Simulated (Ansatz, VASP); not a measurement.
Two plane-wave programs on CsCl

Contents of INCAR:

```
SYSTEM = CsCl
PREC = Accurate ; ENCUT = 500
EDIFF = 1E-6 ; ISMEAR = 0
SIGMA = 0.01 ; LREAL = .FALSE.
LASPH = .TRUE. ; NELM = 120
ALGO = Normal ; ISIF = 2
LWAVE = .FALSE. ; LCHARG = .FALSE.
GGA = PE ; NBANDS = 15
GGA_COMPAT = .FALSE.
```

Contents of KPOINTS:

```
Automatic mesh
0
G
  6 6 6
  0 0 0
```

File POSCAR:

```
CsCl
1.0
    4.2445448568      0.0000000000      0.0000000000
    0.0000000000      4.2445448568      0.0000000000
    0.0000000000      0.0000000000      4.2445448568
Cs Cl
1 1
Direct
    0.0000000000      0.0000000000      0.0000000000
    0.5000000000      0.5000000000      0.5000000000
```

Input for Ansatz:

```yaml
crystal:
  lattice:
    - [4.2445448568, 0.0, 0.0]
    - [0.0, 4.2445448568, 0.0]
    - [0.0, 0.0, 4.2445448568]
  atoms:
    - { symbol: Cs, position: [0.0, 0.0, 0.0] }
    - { symbol: Cl, position: [0.5, 0.5, 0.5] }
kpoints:
  mp_grid: { grid: [6, 6, 6] }
hamiltonian:
  xc: pbe
scf:
  occupations: { method: fixed }
  n_extra_bands: 4
output:
  forces: true
  stress: true
  eigenvalues: true
```

Alike in both runs: task single point; functional PBE; k mesh 6 × 6 × 6; no spin polarisation.

|  | VASP | Ansatz |
| --- | --- | --- |
| version | VASP 6.6.1 | Ansatz 0.2.0 |
| potentials or method | VASP PAW PBE potentials, release 64 (Cs_sv, Cl) | plane waves, PAW |
| plane-wave cutoff (eV) | 500 | 420 |
| occupations | gaussian, width 0.01 eV | fixed |
| valence electrons in the cell | 16 | 16 |

VASP gave:

| Item | Value |
| --- | --- |
| gap on the k mesh at the Fermi level (eV) | 4.88 |
| pressure (GPa) | -0.4 |

Which values does Ansatz return?

gap on the k mesh at the Fermi level (eV): 4.89; pressure (GPa): -0.4.

Neither program's run includes spin-orbit coupling.
